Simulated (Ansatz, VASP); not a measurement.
## One calculation of LiF, two programs

```
CELL_PARAMETERS angstrom
0.00000 1.99150 1.99150
1.99150 0.00000 1.99150
1.99150 1.99150 0.00000
ATOMIC_POSITIONS crystal
Li 0.00000 0.00000 0.00000
F 0.50000 0.50000 0.50000
```

Alike in both runs: task single point; functional PBE; k mesh 10 × 10 × 10; occupations gaussian, width 0.02 eV; no spin polarisation.

```csv
,VASP,Ansatz
version,VASP 6.6.1,Ansatz 0.2.0
potentials or method,"VASP PAW PBE potentials, release 64 (Li_sv, F), cutoff 750 eV","scalar-relativistic, all-electron LAPW"
```

```tsv
	VASP	Ansatz	Ansatz less VASP
gap on the k mesh at the Fermi level (eV)	9.38	9.37	-0.011
least direct gap on the mesh (eV)	9.38	9.37	-0.011
pressure (GPa)	4.1	4.7	+0.63
```

Ansatz ran all-electron here, and VASP with PAW potentials.
